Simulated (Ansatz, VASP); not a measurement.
## One calculation of Be2S3, two programs

```xyz
10
Lattice="2.3633 2.6093 0.0059 -0.3368 -0.0008 6.4917 4.7272 -5.2193 0.0126" Properties=species:S:1:pos:R:3 pbc="T T T"
Be    3.1421    1.1790    5.2747
Be    5.5061   -1.4304    5.2811
Be    1.2481    1.1801    1.2291
Be    3.6111   -1.4298    1.2352
S     1.7022    0.1422    4.1817
S     4.0663   -2.4672    4.1881
S     2.6876    0.1426    2.3221
S     5.0509   -2.4669    2.3282
S     2.3635    2.5724    0.0059
S     4.7267   -0.0375    0.0120
```

Change from the starting cell: cell x2, atoms moved at random (sigma 0.1 Å) and cell strained at random (1.5 %), then relaxed without symmetry.

Alike in both runs: functional PBE; k mesh 4 × 2 × 2; occupations gaussian, width 0.1 eV; no spin polarisation.

Ansatz relaxed the structure, and its values are those at the end. VASP's run is a single point on that final structure, the one shown.

|  | VASP | Ansatz |
| --- | --- | --- |
| version | VASP 6.6.1 | Ansatz 0.2.0 |
| potentials or method | VASP PAW PBE potentials, release 64 (Be, S), cutoff 520 eV | scalar-relativistic, plane waves, PAW |
| valence electrons in the cell | 44 | 44 |

Ansatz gave:

```
gap on the k mesh at the Fermi level (eV) : 1.35
least direct gap on the mesh (eV)         : 1.52
pressure (GPa)                            : 0.0
rms of the force components (eV/Å)        : 0.003
```

Q: What did VASP give for the same quantities?

A: gap on the k mesh at the Fermi level (eV): 1.38; least direct gap on the mesh (eV): 1.54; pressure (GPa): -0.1; rms of the force components (eV/Å): 0.038.

The k mesh is coarse, so the values compare programs but aren't converged.
